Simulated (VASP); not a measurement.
MnAs, 2 atoms in the cell. It takes space group P-6m2 (No. 187, hexagonal). The conventional cell has a = 3.185 Å, b = 3.185 Å, c = 3.107 Å, α = 90.00°, β = 90.00°, γ = 120.00°. Within 3.2 Å of Mn (site symmetry -6m2) lie 6 As at 2.41 Å and 8 Mn at 3.11 to 3.19 Å. As (site symmetry -6m2) has 6 Mn at 2.41 Å and 8 As at 3.11 to 3.19 Å within 3.2 Å. 

| Item | Value |
| --- | --- |
| Program | VASP 6.6.1 |
| Task | single point |
| Functional | PBE |
| Potentials or basis | VASP PAW PBE potentials, release 64 (Mn_pv, As) |
| Cutoff | 520 eV |
| k mesh | 6 × 6 × 6 |
| Occupations | gaussian, width 0.1 eV |
| Spin | collinear spin, ferromagnetic start |
| Starting moments | [4.0, 0.0] μB |
| Dipole correction | no |
| Further INCAR settings | ALGO = Normal; EDIFF = 1e-06; NBANDS = 20 |

Potentials or basis: VASP PAW PBE potentials, release 64 (Mn_pv, As).

Run with:

```sh
$ cat potpaw_PBE.64/Mn_pv/POTCAR potpaw_PBE.64/As/POTCAR > POTCAR
$ mpirun -np 1 vasp_std > vasp.out
```

Hardware: 1 thread of Intel(R) Xeon(R) 6975P-C (Granite Rapids), on a shared host.

Estimate the wall time of this run.

Run time: 10 s on 1 thread of Intel(R) Xeon(R) 6975P-C (Granite Rapids) (shared host), peak memory 0.16 GiB. Counts: scf iterations 14, k points 28.
